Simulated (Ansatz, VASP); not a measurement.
**One calculation of ZnSe, two programs**

```
Zn Se
1.0
     0.00000    2.79550    2.79550
     2.79550    0.00000    2.79550
     2.79550    2.79550    0.00000
Zn Se
1 1
Direct
  0.00000 0.00000 0.00000
  0.25000 0.25000 0.25000
```

Change from the starting cell: volume scaled by 0.96, ions relaxed.

Alike in both runs: task relaxation of the atoms; functional PBE; k mesh 13 × 13 × 13; occupations fermi-dirac, width 0.02 eV; no spin polarisation.

|  | VASP | Ansatz |
| --- | --- | --- |
| version | VASP 6.6.1 | Ansatz 0.2.0 |
| potentials or method | VASP PAW PBE potentials, release 64 (Zn, Se) | plane-wave PAW, scalar-relativistic |
| plane-wave cutoff (eV) | 520 | 420 |
| valence electrons in the cell | 18 | 28 |

```tsv
	VASP	Ansatz	Ansatz less VASP
gap on the k mesh at the Fermi level, each at its own relaxed structure (eV)	1.46	1.45	-0.004
```

VASP's potentials hold 18 valence electrons a cell and Ansatz's 28, so a difference there can come from the potentials and not from the codes. Ansatz's warnings: stress scf threshold loose.

Noted on VASP's run: the relaxation stopped at its first step, so nothing moved.
